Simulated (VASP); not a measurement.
Set up this calculation in VASP 6.6.1, as the native input.

- Task: single point
- Functional: PBE
- Potentials or basis: VASP PAW PBE potentials, release 64 (Si, Mo_sv)
- Cutoff: 520 eV
- k mesh: 14 × 14 × 14
- Occupations: gaussian, width 0.05 eV
- Spin: collinear spin
- Starting moments: [1.0, 0.5, 1.0] μB
- Dipole correction: no
- Further INCAR settings: ALGO = Normal; EDIFF = 1e-07; NBANDS = 22

The structure of Si2Mo lies in POSCAR:

```
Si2Mo
1.0
   -1.6085189520      1.6085189520      3.9365666220
    1.6085189520     -1.6085189520      3.9365666220
    1.6085189520      1.6085189520     -3.9365666220
Si Mo
2 1
Direct
    0.3351149525      0.3351149525      0.0000000000
    0.6648850475      0.6648850475      0.0000000000
    0.0000000000      0.0000000000      0.0000000000
```

One way to write it, as run:

INCAR

```
PREC = Accurate ; ENCUT = 520
EDIFF = 1E-7 ; ISMEAR = 0
SIGMA = 0.05 ; LREAL = F
LASPH = T ; NELM = 150
ALGO = Normal ; ISIF = 2
LWAVE = F ; LCHARG = T
ISPIN = 2 ; MAGMOM = 1 0.5 1
LORBIT = 11 ; LMAXMIX = 4
GGA = PE ; LELF = T
LVHAR = T ; NBANDS = 22
```

KPOINTS

```
Automatic mesh
0
Gamma
  14 14 14
```

Potentials or basis: VASP PAW PBE potentials, release 64 (Si, Mo_sv).

The run is started by

```sh
$ cat potpaw_PBE.64/Si/POTCAR potpaw_PBE.64/Mo_sv/POTCAR > POTCAR
$ mpirun -np 1 vasp_std > vasp.out
```

It gave:

```json
{
  "Pressure": "0.1 GPa",
  "Largest force": "0.004 eV/Å",
  "Band gap on the k mesh": "zero (filled and empty bands overlap)",
  "Net moment": "0.00 μB per cell",
  "Valence electrons inside the program's atomic spheres": "Si 1.61; Mo 12.64"
}
```

Wall time 4.3 min on 1 thread of Intel(R) Xeon(R) 6975P-C (Granite Rapids) (shared host), peak memory 0.47 GiB.
